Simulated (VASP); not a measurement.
Wanted: the native input for a VASP 6.6.1 run.

| Item | Value |
| --- | --- |
| Task | single point |
| Functional | PBEsol |
| Potentials or basis | VASP PAW PBE potentials, release 64 (Ni) |
| Cutoff | 520 eV |
| k mesh | 26 × 26 × 26 |
| Occupations | gaussian, width 0.15 eV |
| Spin | collinear spin, ferromagnetic start |
| Starting moments | [0.5] μB |
| Dipole correction | no |
| Further INCAR settings | ALGO = Normal; EDIFF = 1e-06; NBANDS = 15 |

The structure of Ni lies in POSCAR:

```
Ni
1.0
   -1.5973828259      1.5973828259      1.0382988368
    1.5973828259     -1.5973828259      1.0382988368
    1.5973828259      1.5973828259     -1.0382988368
Ni
1
Direct
    0.0000000000      0.0000000000      0.0000000000
```

This cell differs from its parent crystal: ratio of the length along z to the lengths across it x 0.65, volume and fractional coordinates fixed.

One way to write it, as run:

INCAR

```
  ALGO = Normal
  EDIFF = 1E-6
  ENCUT = 520
  GGA = PS
  ISIF = 2
  ISMEAR = 0
  ISPIN = 2
  LASPH = True
  LCHARG = False
  LMAXMIX = 4
  LORBIT = 11
  LREAL = False
  LWAVE = False
  MAGMOM = 0.5
  NBANDS = 15
  NELM = 150
  PREC = Accurate
  SIGMA = 0.15
```

KPOINTS

```
k-points
0
Gamma
  26 26 26
```

Potentials or basis: VASP PAW PBE potentials, release 64 (Ni).

Launch:

```sh
$ cat potpaw_PBE.64/Ni/POTCAR > POTCAR
$ mpirun -np 1 vasp_std > vasp.out
```

It gave:

```yaml
Pressure: 18.9 GPa
Net_moment: 0.59 μB per cell
Site_moments: Ni +0.59 μB
Valence_electrons_inside_the_program's_atomic_spheres: Ni 9.51
```

Caveat: the stress differs along the axes, from -14 to 85 GPa; the PAW data sets were made with another functional, which shifts forces and pressure a little.

It took 7.6 min on 1 thread of Oxide Virtual Turin-like Processor, with other jobs on the host, peak memory 0.36 GiB.
